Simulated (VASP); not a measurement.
Ge, 2 atoms in the cell. The structure is cubic, space group Fd-3m (No. 227). The conventional cell has a = 5.761 Å, b = 5.761 Å, c = 5.761 Å, α = 90.00°, β = 90.00°, γ = 90.00°. Within 3.3 Å of Ge (site symmetry -43m) lie 4 Ge at 2.49 Å. 

* Program: VASP 6.6.1
* Task: relaxation of cell and atoms
* Functional: PBEsol
* Potentials or basis: VASP PAW PBE potentials, release 64 (Ge_d)
* Cutoff: 600 eV
* k mesh: 14 × 14 × 14
* Occupations: gaussian, width 0.1 eV
* Spin: no spin polarisation
* Dipole correction: no
* Further INCAR settings: ALGO = Normal; EDIFF = 1e-07; IBRION = 2; EDIFFG = -0.005; NSW = 70; ISIF = 3

Potentials or basis: VASP PAW PBE potentials, release 64 (Ge_d).

Run with:

```console
$ cat potpaw_PBE.64/Ge_d/POTCAR > POTCAR
$ mpirun -np 1 vasp_std > vasp.out
```

Hardware: 1 thread of AMD EPYC 9R45 96-Core Processor (Zen 5) (shared host).

Estimate the wall time of this run.

Wall time 3.9 min on 1 thread of AMD EPYC 9R45 96-Core Processor (Zen 5) (shared host), peak memory 0.24 GiB. Counts: scf iterations 45, k points 104, ion steps 6.
